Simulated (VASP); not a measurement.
# Nb (Fm-3m) in VASP: further runs, part 2 of 2

VASP 6.6.1.

## (6) Single point, r2SCAN (volume scaled by 0.94)

POSCAR

```
Nb
1.0
    0.0000000000      2.0634224211      2.0634224211
    2.0634224211      0.0000000000      2.0634224211
    2.0634224211      2.0634224211      0.0000000000
Nb
1
Direct
    0.0000000000      0.0000000000      0.0000000000
```

INCAR.step1

```
PREC = Accurate ; ENCUT = 520
ISMEAR = 0 ; SIGMA = 0.1
LREAL = False ; LASPH = True
NELM = 100 ; NBANDS = 12
GGA = PE ; ALGO = Normal
EDIFF = 1E-4 ; LWAVE = True
LCHARG = False
```

INCAR.step2

```
PREC = Accurate ; ENCUT = 520
EDIFF = 1E-6 ; ISMEAR = 0
SIGMA = 0.1 ; LREAL = False
LASPH = True ; NELM = 100
ALGO = Normal ; ISIF = 2
LWAVE = False ; LCHARG = False
METAGGA = R2SCAN ; LMIXTAU = True
NBANDS = 12 ; ISTART = 1
```

KPOINTS

```
regular mesh
0
Gamma
  18 18 18
```

Potentials or basis: VASP PAW PBE potentials, release 64 (Nb_sv).

Started as:

```sh
$ cat potpaw_PBE.64/Nb_sv/POTCAR > POTCAR
$ cp INCAR.step1 INCAR
$ mpirun -np 1 vasp_std > vasp.out
$ cp INCAR.step2 INCAR
$ mpirun -np 1 vasp_std > vasp.out
```

OUTCAR:

```text
PREC = Accurate
   ENCUT = 520
   EDIFF = 1E-6
   ISMEAR = 0
   LREAL = False
   LASPH = True
   NELM = 100
   ISIF = 2
   METAGGA = R2SCAN
   ISTART = 1

 ion  position               nearest neighbor table
   1  0.000  0.000  0.000-

  LATTYP: Found a face centered cubic cell.
 ALAT       =     4.1268448422

  Lattice vectors:

 A1 = (   0.0000000000,   2.0634224211,   2.0634224211)
 A2 = (   2.0634224211,   0.0000000000,   2.0634224211)
 A3 = (   2.0634224211,   2.0634224211,   0.0000000000)

Analysis of symmetry for initial positions (statically):
=====================================================================
 Subroutine PRICEL returns:
 Original cell was already a primitive cell.

 Routine SETGRP: Setting up the symmetry group for a
 face centered cubic supercell.

 Subroutine GETGRP returns: Found 48 space group operations
 (whereof 48 operations were pure point group operations)
 out of a pool of 48 trial point group operations.

The static configuration has the point symmetry O_h .

Analysis of symmetry for dynamics (positions and initial velocities):
=====================================================================
[... 161 lines left out ...]
 fundamental gap:      0.0440153667
 Fermi energy:        11.9204413336

 k-point     1 :       0.0000    0.0000    0.0000
  band No.  band energies     occupation
      1     -44.6530      2.00000
      2     -19.1441      2.00000
      3     -19.1441      2.00000
      4     -19.1441      2.00000
      5       5.1647      2.00000
      6      11.9975      0.27606
      7      11.9975      0.27606
      8      11.9975      0.27606
      9      15.0693      0.00000
     10      15.0693      0.00000
     11      24.2043      0.00000
     12      29.7541      0.00000
[... 331 lines left out ...]
 k-point    24 :      -0.2222    0.0556    0.0000
  band No.  band energies     occupation
      1     -44.5190      2.00000
      2     -19.9125      2.00000
      3     -19.2905      2.00000
      4     -19.2211      2.00000
      5       7.1538      2.00000
      6      10.9570      2.00000
      7      12.4098      0.00000
      8      12.5456      0.00000
      9      14.5477      0.00000
     10      15.5247      0.00000
     11      25.3122      0.00000
     12      28.2705      0.00000

 [... further k-points ...]
[... 5 lines left out ...]
  --------------------------------------------------------------------------------------
  -------------------------------------------------------------------------------------
  Total        1.2514115      1.2514115      1.2514115      0.0000000     -0.0000000      0.0000000
  in kB      114.1080562    114.1080562    114.1080562      0.0000000     -0.0000000      0.0000000
  external PRESSURE =     114.1080562 kB  Pullay stress =       0.0000000 kB

 VOLUME and BASIS-vectors are now :
 -----------------------------------------------------------------------------
  energy-cutoff  :      520.00
  volume of cell :       17.57
      direct lattice vectors                 reciprocal lattice vectors
     0.000000000  2.063422421  2.063422421    -0.242315870  0.242315870  0.242315870
     2.063422421  0.000000000  2.063422421     0.242315870 -0.242315870  0.242315870
     2.063422421  2.063422421  0.000000000     0.242315870  0.242315870 -0.242315870

 POSITION                                       TOTAL-FORCE (eV/Angst)
 -----------------------------------------------------------------------------------
      0.00000      0.00000      0.00000        -0.000000     -0.000000      0.000000
 -----------------------------------------------------------------------------------
    total drift:                                0.000000      0.000000     -0.000000

  FREE ENERGIE OF THE ION-ELECTRON SYSTEM (eV)
  ---------------------------------------------------
  free  energy   TOTEN  =       -24.4780609151 eV

  energy  without entropy=      -24.4721671028  energy(sigma->0) =      -24.47511401
```

OUTCAR.step1:

```text
PREC = Accurate
   ENCUT = 520
   ISMEAR = 0
   LREAL = False
   LASPH = True
   NELM = 100
[... 575 lines left out ...]

 POSITION                                       TOTAL-FORCE (eV/Angst)
 -----------------------------------------------------------------------------------
      0.00000      0.00000      0.00000        -0.000000      0.000000     -0.000000
 -----------------------------------------------------------------------------------
    total drift:                                0.000000      0.000000      0.000000

  FREE ENERGIE OF THE ION-ELECTRON SYSTEM (eV)
  ---------------------------------------------------
  free  energy   TOTEN  =        -9.8566002063 eV

  energy  without entropy=       -9.8500449563  energy(sigma->0) =       -9.85332258
```

OSZICAR.step1:

```text
N       E                     dE             d eps       ncg     rms          rms(c)
DAV:   1     0.116808781196E+03    0.11681E+03   -0.73317E+03  4680   0.109E+03
DAV:   2    -0.559247960613E+01   -0.12240E+03   -0.11820E+03  5092   0.389E+02
DAV:   3    -0.998110423754E+01   -0.43886E+01   -0.42363E+01  6704   0.653E+01
DAV:   4    -0.102479418497E+02   -0.26684E+00   -0.26519E+00  6628   0.145E+01
DAV:   5    -0.102565774331E+02   -0.86356E-02   -0.86330E-02  6804   0.224E+00    0.725E+00
DAV:   6    -0.989321965316E+01    0.36336E+00   -0.57924E-01  7424   0.971E+00    0.263E+00
DAV:   7    -0.985086205849E+01    0.42358E-01   -0.19170E-01  7672   0.557E+00    0.999E-01
DAV:   8    -0.985654129223E+01   -0.56792E-02   -0.13830E-02  5564   0.157E+00    0.368E-02
DAV:   9    -0.985660020629E+01   -0.58914E-04   -0.98096E-04  7772   0.299E-01
   1 F= -.98566002E+01 E0= -.98533226E+01  d E =-.655525E-02
```

Wall time 46 s (1 thread of Intel Xeon 6975P-C (Granite Rapids), shared host); peak memory 0.17 GiB.

What came out:

| Item | Value |
| --- | --- |
| Free energy | -24.4781 eV |
| Pressure | 11.4 GPa |

Caveat: the PAW data sets were made with another functional, which shifts forces and pressure a little.

## (7) The runs side by side

```tsv
task	cell	cutoff (eV)	gap on the mesh (eV)	pressure (GPa)
single point	a = 2.979 Å, angles 60.0°, 1 atom	520	none	-0.2
relaxation of cell and atoms	relaxed from a = 2.991 Å, angles 60.0°, 1 atom	600	none	0.0
single point	a = 2.855 Å, angles 60.0°, 1 atom	520	none	26.6
single point	a = 2.887 Å, angles 60.0°, 1 atom	520	none	18.5
single point	a = 2.918 Å, angles 60.0°, 1 atom	520	none	11.4
```

Alike in all rows: level r2SCAN; potentials or basis VASP PAW PBE potentials, release 64 (Nb_sv); no spin polarisation; k mesh 18 × 18 × 18; smearing gaussian 0.1 eV.

Caveats: the PAW data sets were made with another functional, which shifts forces and pressure a little.

Total energies depend on the potentials used, so only differences within one code and one set of settings carry meaning.
